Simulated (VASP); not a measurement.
# BN (P4_2/mnm) in VASP: single point with r2SCAN

Aim: the single point of BN with r2SCAN.

Program: VASP 6.6.1. These are calculated values, not measurements. Logs are shortened: lines on timing, memory, paths and dates and some standing lists are left out, and cuts for length are marked.

### 1 The cell of the first run

Symmetry: P4_2/mnm, No. 136, tetragonal system. The conventional cell has a = 4.424 Å, b = 4.424 Å, c = 2.550 Å, α = 90.00°, β = 90.00°, γ = 90.00°. B (site symmetry m2m) has 4 N at 1.54 to 1.60 Å within 2.1 Å. N (site symmetry m2m) has 4 B at 1.54 to 1.60 Å within 2.1 Å.

### 2 Single point, r2SCAN

POSCAR reads:

```
BN
1.0
    4.4242230000      0.0000000000      0.0000000000
    0.0000000000      4.4242230000      0.0000000000
    0.0000000000      0.0000000000      2.5503560000
B N
4 4
Direct
    0.1742830000      0.8257170000      0.5000000000
    0.3257170000      0.3257170000      0.0000000000
    0.6742830000      0.6742830000      0.0000000000
    0.8257170000      0.1742830000      0.5000000000
    0.8126010000      0.8126010000      0.5000000000
    0.3126010000      0.6873990000      0.0000000000
    0.6873990000      0.3126010000      0.0000000000
    0.1873990000      0.1873990000      0.5000000000
```

INCAR.step1 reads:

```
SYSTEM = BN
  PREC = Accurate
  ENCUT = 520
  ISMEAR = 0
  SIGMA = 0.01
  LREAL = .False.
  LASPH = .True.
  NELM = 100
  NBANDS = 26
  GGA = PE
  ALGO = Normal
  EDIFF = 1E-4
  LWAVE = .True.
  LCHARG = .False.
```

INCAR.step2 reads:

```
SYSTEM = BN
  PREC = Accurate
  ENCUT = 520
  EDIFF = 1E-6
  ISMEAR = 0
  SIGMA = 0.01
  LREAL = .False.
  LASPH = .True.
  NELM = 100
  ALGO = Normal
  ISIF = 2
  LWAVE = .False.
  LCHARG = .False.
  METAGGA = R2SCAN
  LMIXTAU = .True.
  NBANDS = 26
  ISTART = 1
```

KPOINTS reads:

```
regular mesh
0
Gamma
  4 4 8
  0 0 0
```

Potentials or basis: VASP PAW PBE potentials, release 64 (B, N).

Launch:

```sh
cat potpaw_PBE.64/B/POTCAR potpaw_PBE.64/N/POTCAR > POTCAR
cp INCAR.step1 INCAR
mpirun -np 1 vasp_std > vasp.out
cp INCAR.step2 INCAR
mpirun -np 1 vasp_std > vasp.out
```

OUTCAR:

```text
SYSTEM = BN
   PREC = Accurate
   ENCUT = 520
   EDIFF = 1E-6
   ISMEAR = 0
   LREAL = .False.
   LASPH = .True.
   NELM = 100
   ISIF = 2
   METAGGA = R2SCAN
   ISTART = 1

 ion  position               nearest neighbor table
   1  0.174  0.826  0.500-   6 1.54   6 1.54   8 1.60   5 1.60
   2  0.326  0.326  0.000-   8 1.54   8 1.54   6 1.60   7 1.60
   3  0.674  0.674  0.000-   5 1.54   5 1.54   7 1.60   6 1.60
   4  0.826  0.174  0.500-   7 1.54   7 1.54   8 1.60   5 1.60
   5  0.813  0.813  0.500-   3 1.54   3 1.54   4 1.60   1 1.60
   6  0.313  0.687  0.000-   1 1.54   1 1.54   3 1.60   2 1.60
   7  0.687  0.313  0.000-   4 1.54   4 1.54   2 1.60   3 1.60
   8  0.187  0.187  0.500-   2 1.54   2 1.54   4 1.60   1 1.60

  LATTYP: Found a simple tetragonal cell.
 ALAT       =     4.4242230000
 C/A-ratio  =     0.5764528596

  Lattice vectors:

 A1 = (   4.4242230000,   0.0000000000,   0.0000000000)
 A2 = (   0.0000000000,   4.4242230000,   0.0000000000)
 A3 = (   0.0000000000,   0.0000000000,   2.5503560000)

Analysis of symmetry for initial positions (statically):
=====================================================================
 Subroutine PRICEL returns:
 Original cell was already a primitive cell.

 Routine SETGRP: Setting up the symmetry group for a
 simple tetragonal supercell.

 Subroutine GETGRP returns: Found 16 space group operations
 (whereof  8 operations were pure point group operations)
 out of a pool of 16 trial point group operations.

The static configuration has the point symmetry D_2h.
 The point group associated with its full space group is D_4h.

Analysis of symmetry for dynamics (positions and initial velocities):
=====================================================================
 Subroutine PRICEL returns:
 Original cell was already a primitive cell.

 Routine SETGRP: Setting up the symmetry group for a
 simple tetragonal supercell.

 Subroutine GETGRP returns: Found 16 space group operations
 (whereof  8 operations were pure point group operations)
 out of a pool of 16 trial point group operations.

The dynamic configuration has the point symmetry D_2h.
 The point group associated with its full space group is D_4h.

 Subroutine INISYM returns: Found 16 space group operations
 (whereof  8 operations are pure point group operations),
 and found     1 'primitive' translations

----------------------------------------------------------------------------------------

                                     Primitive cell

  volume of cell :      49.9200

[... 109 lines left out ...]
   TEBEG  =    0.0;   TEEND  =   0.0 temperature during run
   PSTRESS=    0.0 pullay stress
   NELECT =      32.0000    total number of electrons
   NUPDOWN=      -1.0000    fix difference up-down
   EMIN   =  10.00;   EMAX   =-10.00  energy-range for DOS
   EFERMI =   0.00;   METHOD = LEGACY
   ISMEAR =     0;   SIGMA  =   0.01  broadening in eV -4-tet -1-fermi 0-gaus
   EFERMI_NEDOS =   21; number of points for ismear=-14 and -15
   IALGO  =     38    algorithm
   IMIX   =      4    mixing-type and parameters
     AMIX     =   0.40;   BMIX     =  1.00
     AMIX_MAG =   1.60;   BMIX_MAG =  1.00
  volume/ion in A,a.u.               =       6.24        42.11
  Fermi-wavevector in a.u.,A,eV,Ry     =   1.411562  2.667465 27.109698  1.992507
  Thomas-Fermi vector in A             =   2.533400
   LORBIT       =      0    0 simple, 1 ext, 2 COOP (PROOUT), +10 PAW based schemes
   METAGGA = R2SCAN    functional components
   LHFCALC =     F    Hartree Fock is set to
   AEXX    =    0.0000 exact exchange contribution
   IVDW    =     0    specifies the selected vdW correction
   LEPSILON=     F    determine dielectric tensor
   LRPA    =     F    only Hartree local field effects (RPA)
 non-spin polarized calculation
 Gauss-broadening in eV      SIGMA  =   0.01
  energy-cutoff  :      520.00
  volume of cell :       49.92
 maximum number of plane-waves:      1362
 NGX is ok and might be reduce to    36
   NGX = 17   NGY = 17   NGZ =  9

 number of electron      32.0000005 magnetization

 Free energy of the ion-electron system (eV)
  ---------------------------------------------------
  ext. energy  EPLUGINS =         0.00000000
  ---------------------------------------------------
  free energy    TOTEN  =       -75.80323359 eV

  energy without entropy =      -75.80323359  energy(sigma->0) =      -75.80323359

 E-fermi :   6.6881     XC(G=0): -13.2532

 val. band max:        6.6446542957   @ k =   0.0000   0.0000   0.0000
 cond. band min:      12.0672275872   @ k =   0.0000   0.0000   0.2500
 fundamental gap:      5.4225732915
 Fermi energy:         6.6881267255

 k-point     1 :       0.0000    0.0000    0.0000
  band No.  band energies     occupation
      1     -14.4202      2.00000
      2     -10.3613      2.00000
      3     -10.3613      2.00000
      4      -9.9992      2.00000
      5      -3.6550      2.00000
      6      -2.7404      2.00000
[... 685 lines left out ...]
     25      21.4151      0.00000
     26      21.4151      0.00000

 [... further k-points ...]

------------------------ aborting loop because EDIFF is reached ----------------------------------------

  FORCE on cell =-STRESS in cart. coord.  units (eV):
  Direction    XX          YY          ZZ          XY          YZ          ZX
  --------------------------------------------------------------------------------------
  -------------------------------------------------------------------------------------
  Total       -1.2116158     -1.2116158     -1.3944627      0.0000000      0.0000000      0.0000000
  in kB      -38.8866649    -38.8866649    -44.7551140      0.0000000      0.0000000      0.0000000
  external PRESSURE =     -40.8428146 kB  Pullay stress =       0.0000000 kB

 VOLUME and BASIS-vectors are now :
 -----------------------------------------------------------------------------
  energy-cutoff  :      520.00
  volume of cell :       49.92
      direct lattice vectors                 reciprocal lattice vectors
     4.424223000  0.000000000  0.000000000     0.226028390  0.000000000  0.000000000
     0.000000000  4.424223000  0.000000000     0.000000000  0.226028390  0.000000000
     0.000000000  0.000000000  2.550356000     0.000000000  0.000000000  0.392102122

 POSITION                                       TOTAL-FORCE (eV/Angst)
 -----------------------------------------------------------------------------------
      0.77107      3.65316      1.27518         0.023220     -0.023220     -0.000000
      1.44104      1.44104      0.00000        -0.023220     -0.023220     -0.000000
      2.98318      2.98318      0.00000         0.023220      0.023220     -0.000000
      3.65316      0.77107      1.27518        -0.023220      0.023220     -0.000000
      3.59513      3.59513      1.27518        -0.039570     -0.039570      0.000000
      1.38302      3.04121      0.00000        -0.039570      0.039570     -0.000000
      3.04121      1.38302      0.00000         0.039570     -0.039570     -0.000000
      0.82909      0.82909      1.27518         0.039570      0.039570     -0.000000
 -----------------------------------------------------------------------------------
    total drift:                               -0.000000     -0.000000     -0.000000

  FREE ENERGIE OF THE ION-ELECTRON SYSTEM (eV)
  ---------------------------------------------------
  free  energy   TOTEN  =       -75.8032335930 eV

  energy  without entropy=      -75.8032335930  energy(sigma->0) =      -75.80323359
```

OUTCAR.step1:

```text
SYSTEM = BN
   PREC = Accurate
   ENCUT = 520
   ISMEAR = 0
   LREAL = .False.
   LASPH = .True.
   NELM = 100
[... 943 lines left out ...]
      1.38302      3.04121      0.00000         0.000573     -0.000573      0.000000
      3.04121      1.38302      0.00000        -0.000573      0.000573      0.000000
      0.82909      0.82909      1.27518        -0.000573     -0.000573      0.000000
 -----------------------------------------------------------------------------------
    total drift:                               -0.000000     -0.000000     -0.000000

  FREE ENERGIE OF THE ION-ELECTRON SYSTEM (eV)
  ---------------------------------------------------
  free  energy   TOTEN  =       -68.9892255026 eV

  energy  without entropy=      -68.9892255026  energy(sigma->0) =      -68.98922550
```

OSZICAR.step1:

```text
N       E                     dE             d eps       ncg     rms          rms(c)
DAV:   1     0.110772333251E+03    0.11077E+03   -0.16821E+04  1560   0.120E+03
DAV:   2    -0.667670406389E+02   -0.17754E+03   -0.16687E+03  2112   0.280E+02
DAV:   3    -0.731141033297E+02   -0.63471E+01   -0.63135E+01  2114   0.492E+01
DAV:   4    -0.731555799078E+02   -0.41477E-01   -0.41441E-01  1936   0.431E+00
DAV:   5    -0.731560440099E+02   -0.46410E-03   -0.46396E-03  2102   0.443E-01    0.135E+01
DAV:   6    -0.693289052204E+02    0.38271E+01   -0.90885E+00  1918   0.174E+01    0.628E+00
DAV:   7    -0.690503327974E+02    0.27857E+00   -0.60978E-01  1926   0.481E+00    0.389E+00
DAV:   8    -0.689915921824E+02    0.58741E-01   -0.15746E-01  1746   0.244E+00    0.382E-01
DAV:   9    -0.689885127563E+02    0.30794E-02   -0.80152E-03  1940   0.632E-01    0.184E-01
DAV:  10    -0.689892054556E+02   -0.69270E-03   -0.12325E-03  1818   0.222E-01    0.458E-02
DAV:  11    -0.689892255026E+02   -0.20047E-04   -0.18266E-04  1438   0.891E-02
   1 F= -.68989226E+02 E0= -.68989226E+02  d E =-.687316E-14
```

Wall time 2.8 min (1 thread of Intel Xeon 8259CL, shared host); peak memory 0.18 GiB.

Results:

```yaml
Free_energy: -75.8032 eV
Pressure: -4.1 GPa
Largest_force: 0.056 eV/Å
Band_gap_on_the_k_mesh: 5.42 eV, indirect (least direct gap 6.53 eV)
```

Forces in eV/Å, atoms in the order of the input:
```
B    0.023 -0.023  0.000
B   -0.023 -0.023  0.000
B    0.023  0.023  0.000
B   -0.023  0.023  0.000
N   -0.040 -0.040  0.000
N   -0.040  0.040  0.000
N    0.040 -0.040  0.000
N    0.040  0.040  0.000
```

Caveat: the PAW data sets were made with another functional, which shifts forces and pressure a little.
